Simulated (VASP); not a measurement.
# P (Im-3m) in VASP: a series of runs

Runs on P. Level: PBEsol. Tasks: single point.

Program: VASP 6.6.1. These are calculated values, not measurements. Logs are shortened: lines on timing, memory, paths and dates and some standing lists are left out, and cuts for length are marked.

## 1. The cell of the first run

It takes space group Im-3m (No. 229, cubic). The conventional cell has a = 2.423 Å, b = 2.423 Å, c = 2.423 Å, α = 90.00°, β = 90.00°, γ = 90.00°. P (site symmetry m-3m) has 14 P at 2.10 to 2.42 Å within 2.8 Å.

This isn't the form of P at room conditions, which is orthorhombic.

## 2. Single point, PBEsol (7.11 Å³/atom)

INCAR

```
PREC     = Accurate       # precision mode
ENCUT    = 500            # plane-wave cutoff, eV
EDIFF    = 1E-6           # SCF threshold, eV
ISMEAR   = -1             # smearing method
SIGMA    = 0.05           # smearing width, eV
LREAL    = F              # projectors in reciprocal space
LASPH    = T              # aspherical terms in the spheres
NELM     = 120            # most SCF steps
ALGO     = Normal         # electronic algorithm
ISIF     = 2              # what is computed and relaxed
LWAVE    = F              # write WAVECAR
LCHARG   = T              # write CHGCAR
GGA      = PS             # functional
LELF     = T              # ELF
LVHAR    = T            
NBANDS   = 8              # bands
GGA_COMPAT= F
```

KPOINTS

```
Automatic mesh
0
Gamma
  17 17 17
```

POSCAR

```
P
1.0
   -1.2115493235      1.2115493235      1.2115493235
    1.2115493235     -1.2115493235      1.2115493235
    1.2115493235      1.2115493235     -1.2115493235
P
1
Direct
    0.0000000000      0.0000000000      0.0000000000
```

Potentials or basis: VASP PAW PBE potentials, release 64 (P).

The run is started by

```bash
$ cat potpaw_PBE.64/P/POTCAR > POTCAR
$ mpirun -np 1 vasp_std > vasp.out
```

OUTCAR:

```text
PREC = Accurate
   ENCUT = 500
   EDIFF = 1E-6
   ISMEAR = -1
   LREAL = F
   LASPH = T
   NELM = 120
   ISIF = 2
   GGA = PS

 ion  position               nearest neighbor table
   1  0.000  0.000  0.000-

  LATTYP: Found a body centered cubic cell.
 ALAT       =     2.4230986470

  Lattice vectors:

 A1 = (  -1.2115493235,   1.2115493235,   1.2115493235)
 A2 = (   1.2115493235,  -1.2115493235,   1.2115493235)
 A3 = (   1.2115493235,   1.2115493235,  -1.2115493235)

Analysis of symmetry for initial positions (statically):
=====================================================================
 Subroutine PRICEL returns:
 Original cell was already a primitive cell.

 Routine SETGRP: Setting up the symmetry group for a
 body centered cubic supercell.

 Subroutine GETGRP returns: Found 48 space group operations
 (whereof 48 operations were pure point group operations)
 out of a pool of 48 trial point group operations.

The static configuration has the point symmetry O_h .

Analysis of symmetry for dynamics (positions and initial velocities):
=====================================================================
 Subroutine PRICEL returns:
 Original cell was already a primitive cell.

 Routine SETGRP: Setting up the symmetry group for a
 body centered cubic supercell.

 Subroutine GETGRP returns: Found 48 space group operations
 (whereof 48 operations were pure point group operations)
 out of a pool of 48 trial point group operations.

The dynamic configuration has the point symmetry O_h .

 Subroutine INISYM returns: Found 48 space group operations
 (whereof 48 operations are pure point group operations),
 and found     1 'primitive' translations

----------------------------------------------------------------------------------------

                                     Primitive cell

  volume of cell :       7.1135

  direct lattice vectors                    reciprocal lattice vectors
    -1.211549324  1.211549324  1.211549324     0.000000000  0.412694713  0.412694713
     1.211549324 -1.211549324  1.211549324     0.412694713  0.000000000  0.412694713
     1.211549324  1.211549324 -1.211549324     0.412694713  0.412694713  0.000000000

  length of vectors
     2.098464984  2.098464984  2.098464984     0.583638460  0.583638460  0.583638460

  position of ions in fractional coordinates (direct lattice)
     0.000000000  0.000000000  0.000000000

  ion indices of the primitive-cell ions
   primitive index   ion index
                 1           1

----------------------------------------------------------------------------------------

 KPOINTS: Automatic mesh

Automatic generation of k-mesh.
 Grid dimensions read from file:
 generate k-points for:   17   17   17

 Generating k-lattice:

  Cartesian coordinates                     Fractional coordinates (reciprocal lattice)
     0.000000000  0.024276160  0.024276160     0.058823529  0.000000000  0.000000000
     0.024276160  0.000000000  0.024276160     0.000000000  0.058823529  0.000000000
     0.024276160  0.024276160  0.000000000     0.000000000  0.000000000  0.058823529

  Length of vectors
     0.034331674  0.034331674  0.034331674

  Shift w.r.t. Gamma in fractional coordinates (k-lattice)
     0.000000000  0.000000000  0.000000000

 Subroutine IBZKPT returns following result:
 ===========================================

 Found    165 irreducible k-points:

 Following reciprocal coordinates:
            Coordinates               Weight
  0.000000  0.000000  0.000000      1.000000
  0.058824  0.000000  0.000000     12.000000
  0.117647  0.000000  0.000000     12.000000
  0.176471  0.000000  0.000000     12.000000
  0.235294  0.000000  0.000000     12.000000
  0.294118  0.000000  0.000000     12.000000
[... 16 lines left out ...]
  0.411765  0.117647  0.000000     48.000000
  0.176471  0.176471  0.000000     24.000000
 [... further k-points ...]
   k-points           NKPTS =    165   k-points in BZ     NKDIM =    165   number of bands    NBANDS=      8
   number of dos      NEDOS =    301   number of ions     NIONS =      1
   total plane-waves  NPLWV =   4096
   dimension x,y,z NGX =    16 NGY =   16 NGZ =   16
   dimension x,y,z NGXF=    32 NGYF=   32 NGZF=   32
   ions per type =               1
   NGX,Y,Z   is equivalent  to a cutoff of  12.68, 12.68, 12.68 a.u.
   NGXF,Y,Z  is equivalent  to a cutoff of  25.35, 25.35, 25.35 a.u.
 SYSTEM =  unknown system
   PREC   = accura    normal or accurate (medium, high low for compatibility)
   ISTART =      0    job   : 0-new  1-cont  2-samecut
   ICHARG =      2    charge: 1-file 2-atom 10-const
   ISPIN  =      1    spin polarized calculation?
   LNONCOLLINEAR =      F non collinear calculations
   LSORBIT =      F    spin-orbit coupling
   LASPH  =      T    aspherical Exc in radial PAW
   ENCUT  =  500.0 eV  36.75 Ry    6.06 a.u.   3.83  3.83  3.83*2*pi/ulx,y,z
   NELM   =    120;   NELMIN=  2; NELMDL= -5     # of ELM steps
   EDIFF  = 0.1E-05   stopping-criterion for ELM
   LREAL  =      F    real-space projection
   EDIFFG = 0.1E-04   stopping-criterion for IOM
   NSW    =      0    number of steps for IOM
   IBRION =     -1    ionic relax: 0-MD 1-quasi-New 2-CG
   NFREE  =      0    steps in history (QN), initial steepest desc. (CG)
   ISIF   =      2    stress and relaxation
   ISYM   =      2    0-nonsym 1-usesym 2-fastsym
   POTIM  = 0.5000    time-step for ionic-motion
   TEBEG  =    0.0;   TEEND  =   0.0 temperature during run
   PSTRESS=    0.0 pullay stress
   NELECT =       5.0000    total number of electrons
   NUPDOWN=      -1.0000    fix difference up-down
   EMIN   =  10.00;   EMAX   =-10.00  energy-range for DOS
   EFERMI =   0.00;   METHOD = LEGACY
   ISMEAR =    -1;   SIGMA  =   0.05  broadening in eV -4-tet -1-fermi 0-gaus
   EFERMI_NEDOS =   21; number of points for ismear=-14 and -15
   IALGO  =     38    algorithm
   IMIX   =      4    mixing-type and parameters
     AMIX     =   0.40;   BMIX     =  1.00
     AMIX_MAG =   1.60;   BMIX_MAG =  1.00
  volume/ion in A,a.u.               =       7.11        48.00
  Fermi-wavevector in a.u.,A,eV,Ry     =   1.455583  2.750654 28.826974  2.118723
  Thomas-Fermi vector in A             =   2.572601
   LORBIT       =      0    0 simple, 1 ext, 2 COOP (PROOUT), +10 PAW based schemes
   GGA     = PS    functional components
   LHFCALC =     F    Hartree Fock is set to
   AEXX    =    0.0000 exact exchange contribution
   IVDW    =     0    specifies the selected vdW correction
   LEPSILON=     F    determine dielectric tensor
   LRPA    =     F    only Hartree local field effects (RPA)
 non-spin polarized calculation
  energy-cutoff  :      500.00
  volume of cell :        7.11
 maximum number of plane-waves:       191
   NGX =  7   NGY =  7   NGZ =  7

 number of electron       5.0000001 magnetization

 Free energy of the ion-electron system (eV)
  ---------------------------------------------------
  ext. energy  EPLUGINS =         0.00000000
  ---------------------------------------------------
  free energy    TOTEN  =        -2.06552145 eV

  energy without entropy =       -2.06263992  energy(sigma->0) =       -2.06408068

 E-fermi :  23.0065     XC(G=0): -14.8343

 val. band max:       22.9392658987   @ k =   0.2353   0.1765   0.1176
 cond. band min:      23.0522726435   @ k =  -0.4118   0.4706   0.1176
 fundamental gap:      0.1130067448
 Fermi energy:        23.0065110222

 k-point     1 :       0.0000    0.0000    0.0000
  band No.  band energies     occupation
      1      -2.8259      2.00000
      2      37.4257      0.00000
      3      37.4257      0.00000
      4      37.4257      0.00000
      5      40.4961      0.00000
      6      40.4961      0.00000
      7      40.4961      0.00000
      8      43.5032      0.00000

 k-point     2 :       0.0588    0.0000    0.0000
  band No.  band energies     occupation
      1      -2.6581      2.00000
      2      35.5553      0.00000
      3      36.3445      0.00000
      4      36.8214      0.00000
      5      39.8881      0.00000
      6      41.3301      0.00000
      7      41.8685      0.00000
      8      42.1611      0.00000

 k-point     3 :       0.1176    0.0000    0.0000
  band No.  band energies     occupation
      1      -2.1554      2.00000
      2      31.9375      0.00000
      3      34.6979      0.00000
      4      35.4455      0.00000
      5      38.5517      0.00000
      6      40.5629      0.00000
      7      42.6166      0.00000
      8      43.8825      0.00000

 k-point     4 :       0.1765    0.0000    0.0000
  band No.  band energies     occupation
      1      -1.3205      2.00000
      2      27.9449      0.00000
      3      33.1981      0.00000
      4      33.8872      0.00000
      5      37.0962      0.00000
      6      39.3152      0.00000
      7      43.9621      0.00000
      8      44.4845      0.00000

 k-point     5 :       0.2353    0.0000    0.0000
  band No.  band energies     occupation
      1      -0.1581      2.00000
      2      23.9981      0.00000
      3      31.9347      0.00000
      4      32.4365      0.00000
      5      35.7762      0.00000
      6      38.2519      0.00000
      7      45.3494      0.00000
      8      45.4721      0.00000

 k-point     6 :       0.2941    0.0000    0.0000
  band No.  band energies     occupation
      1       1.3254      2.00000
      2      20.2363      2.00000
      3      30.9243      0.00000
      4      31.2130      0.00000
      5      34.6814      0.00000
      6      37.3508      0.00000
      7      46.4541      0.00000
      8      47.1884      0.00000

 k-point     7 :       0.3529    0.0000    0.0000
  band No.  band energies     occupation
      1       3.1208      2.00000
      2      16.7154      2.00000
      3      30.1690      0.00000
      4      30.2692      0.00000
      5      33.8462      0.00000
      6      36.6359      0.00000
      7      47.7573      0.00000
      8      49.1032      0.00000
[... 133 lines left out ...]
 k-point    20 :       0.2353    0.1176    0.0000
  band No.  band energies     occupation
      1       1.8172      2.00000
      2      20.6385      2.00000
      3      25.7787      0.00000
      4      30.8016      0.00000
      5      37.1554      0.00000
      6      40.3562      0.00000
      7      44.2709      0.00000
      8      49.3676      0.00000

 k-point    21 :       0.2941    0.1176   -0.0000
  band No.  band energies     occupation
      1       3.6076      2.00000
      2      17.1476      2.00000
      3      24.8757      0.00000
      4      29.9900      0.00000
      5      36.3470      0.00000
      6      40.3950      0.00000
      7      45.0909      0.00000
      8      51.2156      0.00000

 k-point    22 :       0.3529    0.1176    0.0000
  band No.  band energies     occupation
      1       5.6917      2.00000
      2      13.9209      2.00000
      3      24.2721      0.00000
      4      29.4425      0.00000
      5      35.7925      0.00000
      6      40.2402      0.00000
      7      46.4600      0.00000
      8      51.8440      0.00000

 k-point    23 :       0.4118    0.1176    0.0000
  band No.  band energies     occupation
      1       7.9817      2.00000
      2      11.0577      2.00000
      3      23.9696      0.00000
      4      29.1672      0.00000
      5      35.5112      0.00000
      6      40.1161      0.00000
      7      47.9065      0.00000
      8      51.0189      0.00000

 k-point    24 :       0.1765    0.1765    0.0000
  band No.  band energies     occupation
      1       1.6535      2.00000
      2      22.4511      1.99997
      3      23.7659      0.00000
      4      30.7473      0.00000
      5      38.8425      0.00000
      6      39.5920      0.00000
      7      46.4295      0.00000
      8      46.9934      0.00000

 [... further k-points ...]
[... 5 lines left out ...]
  --------------------------------------------------------------------------------------
  -------------------------------------------------------------------------------------
  Total       12.0337626     12.0337626     12.0337626      0.0000000     -0.0000000     -0.0000000
  in kB     2710.3709394   2710.3709394   2710.3709394      0.0000000     -0.0000000     -0.0000000
  external PRESSURE =    2710.3709394 kB  Pullay stress =       0.0000000 kB

 VOLUME and BASIS-vectors are now :
 -----------------------------------------------------------------------------
  energy-cutoff  :      500.00
  volume of cell :        7.11
      direct lattice vectors                 reciprocal lattice vectors
    -1.211549324  1.211549324  1.211549324     0.000000000  0.412694713  0.412694713
     1.211549324 -1.211549324  1.211549324     0.412694713  0.000000000  0.412694713
     1.211549324  1.211549324 -1.211549324     0.412694713  0.412694713  0.000000000

 POSITION                                       TOTAL-FORCE (eV/Angst)
 -----------------------------------------------------------------------------------
      0.00000      0.00000      0.00000        -0.000000      0.000000      0.000000
 -----------------------------------------------------------------------------------
    total drift:                               -0.000000     -0.000000      0.000000

  FREE ENERGIE OF THE ION-ELECTRON SYSTEM (eV)
  ---------------------------------------------------
  free  energy   TOTEN  =        -2.0655214466 eV

  energy  without entropy=       -2.0626399221  energy(sigma->0) =       -2.06408068
```

It took 3 s on 1 thread of Intel Xeon Platinum 8375C at 2.90GHz (Ice Lake), shared host; peak memory 0.11 GiB.

What came out:

```
Free energy            : -2.0655 eV
Pressure               : 271.0 GPa
Band gap on the k mesh : zero (an odd number of electrons rules out a gap without spin polarisation)
```

Caveat: the cell stands under pressure; the PAW data sets were made with another functional, which shifts forces and pressure a little.

## 3. Single point, PBEsol (8.21 Å³/atom)

This run uses another cell than the first one, of 8.21 Å³/atom.

INCAR

```
PREC = Accurate
ENCUT = 500
EDIFF = 1E-6
ISMEAR = -1
SIGMA = 0.05
LREAL = F
LASPH = T
NELM = 120
ALGO = Normal
ISIF = 2
LWAVE = F
LCHARG = F
GGA = PS
NBANDS = 8
GGA_COMPAT = F
```

KPOINTS

```
regular mesh
0
Gamma
  17 17 17
```

POSCAR

```
P
1.0
   -1.2707410757      1.2707410757      1.2707410757
    1.2707410757     -1.2707410757      1.2707410757
    1.2707410757      1.2707410757     -1.2707410757
P
1
Direct
    0.0000000000      0.0000000000      0.0000000000
```

Potentials or basis: VASP PAW PBE potentials, release 64 (P).

The run is started by

```bash
$ cat potpaw_PBE.64/P/POTCAR > POTCAR
$ mpirun -np 1 vasp_std > vasp.out
```

Wall time 2.8 s (1 thread of Intel Xeon Platinum 8375C at 2.90GHz (Ice Lake), shared host); peak memory 0.11 GiB.

Results (log left out):

```
Free energy            : -3.4920 eV
Pressure               : 156.8 GPa
Band gap on the k mesh : zero (an odd number of electrons rules out a gap without spin polarisation)
```

Levels at points of the mesh, in eV from the Fermi level:
| k point | band 1 | band 2 | band 3 | band 4 | band 5 | band 6 |
| --- | --- | --- | --- | --- | --- | --- |
| (0.00, 0.00, 0.00) | -23.61 | 13.77 | 13.77 | 13.77 | 14.61 | 14.61 |

Caveat: the cell stands under pressure; the PAW data sets were made with another functional, which shifts forces and pressure a little.

## 4. Single point, PBEsol (9.30 Å³/atom)

This run uses another cell than the first one, of 9.30 Å³/atom.

INCAR

```
ALGO = Normal
EDIFF = 1E-6
ENCUT = 500
GGA = PS
GGA_COMPAT = False
ISIF = 2
ISMEAR = -1
LASPH = True
LCHARG = False
LREAL = False
LWAVE = False
NBANDS = 8
NELM = 120
PREC = Accurate
SIGMA = 0.05
```

KPOINTS

```
k-points
0
Gamma
  17 17 17
```

POSCAR

```
P
1.0
   -1.3248792220      1.3248792220      1.3248792220
    1.3248792220     -1.3248792220      1.3248792220
    1.3248792220      1.3248792220     -1.3248792220
P
1
Direct
    0.0000000000      0.0000000000      0.0000000000
```

The run is started by

```bash
$ cat potpaw_PBE.64/P/POTCAR > POTCAR
$ mpirun -np 1 vasp_std > vasp.out
```

Run time: 5.6 s. Hardware: 1 thread of Intel Xeon Platinum 8375C at 2.90GHz (Ice Lake), shared host; peak memory 0.12 GiB.

It converged, with:

* Free energy: -4.3206 eV
* Pressure: 91.2 GPa
* Band gap on the k mesh: zero (an odd number of electrons rules out a gap without spin polarisation)

Levels at points of the mesh, in eV from the Fermi level:
| k point | band 1 | band 2 | band 3 | band 4 | band 5 | band 6 | band 7 | band 8 |
| --- | --- | --- | --- | --- | --- | --- | --- | --- |
| (0.00, 0.00, 0.00) | -21.82 | 12.42 | 12.42 | 12.42 | 13.25 | 13.25 | 13.25 | 18.39 |

Caveat: the cell stands under pressure; the PAW data sets were made with another functional, which shifts forces and pressure a little.

(Part 1 of 2 ends here.)
